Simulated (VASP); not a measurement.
A run of VASP 6.6.1:

File INCAR:

```
ALGO = Fast
EDIFF = 1E-6
EDIFFG = -0.01
ENCUT = 600
GGA = PE
IBRION = 2
ISIF = 3
ISMEAR = 0
LASPH = True
LCHARG = False
LREAL = False
LWAVE = False
NELM = 80
NSW = 100
PREC = Accurate
SIGMA = 0.1
```

KPOINTS

```
k-points
0
Gamma
  6 6 8
```

Contents of POSCAR:

```
MgCd3Te2
1.0
    7.2105069747      0.0000000000      0.0000000000
   -3.6052534873      6.2444822142      0.0000000000
    0.0000000000      0.0000000000      4.4261559274
Mg Cd Te
1 3 2
Direct
    0.0000000000      0.0000000000      0.0000000000
    0.5000000000      0.0000000000      0.5000000000
    0.5000000000      0.5000000000      0.5000000000
    0.0000000000      0.5000000000      0.5000000000
    0.3333333333      0.6666666667      0.0000000000
    0.6666666667      0.3333333333      0.0000000000
```

Potentials or basis: VASP PAW PBE potentials, release 64 (Mg, Cd, Te).

Command:

```bash
$ cat potpaw_PBE.64/Mg/POTCAR potpaw_PBE.64/Cd/POTCAR potpaw_PBE.64/Te/POTCAR > POTCAR
$ mpirun -np 1 vasp_std > vasp.out
```

Hardware: 1 thread of AMD EPYC 7R13 Processor (Zen 3) (shared host).

Task: How long does it take, and how much memory?

Result: Wall time 14 min on 1 thread of AMD EPYC 7R13 Processor (Zen 3), on a shared host, peak memory 0.51 GiB. Counts: scf iterations 58, k points 35, ion steps 7.
